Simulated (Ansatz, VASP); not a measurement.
One calculation of Ge4N3, two programs

```xyz
7
Lattice="-2.5585 2.5585 4.3594 2.5585 -2.5585 4.3594 2.5585 2.5585 -4.3594" Properties=species:S:1:pos:R:3 pbc="T T T"
Ge    3.7138    1.1342    1.1488
Ge   -1.1553    1.4242    5.5081
Ge    1.1342    1.4032   -1.1488
Ge    1.4242    1.1553    3.2106
N     2.5585    0.0000    2.1797
N     0.0000    0.0000    2.2005
N     0.0000    0.0000    6.5183
```

Alike in both runs: functional PBE; k mesh 8 × 8 × 8; occupations gaussian, width 0.1 eV; no spin polarisation.

Ansatz relaxed the structure, and its values are those at the end. VASP's run is a single point on that final structure, the one shown.

|  | VASP | Ansatz |
| --- | --- | --- |
| version | VASP 6.6.1 | Ansatz 0.2.0 |
| potentials or method | VASP PAW PBE potentials, release 64 (Ge_d, N), cutoff 520 eV | scalar-relativistic, plane waves, PAW |
| valence electrons in the cell | 71 | 71 |

|  | VASP | Ansatz | Ansatz less VASP |
| --- | --- | --- | --- |
| gap on the k mesh at the Fermi level (eV) | none | none | - |
| pressure (GPa) | 0.0 | 0.0 | +0.02 |
| rms of the force components (eV/Å) | 0.008 | 0.001 | -0.0077 |

A gap of «none» marks a metal or a gap that the smearing closes.
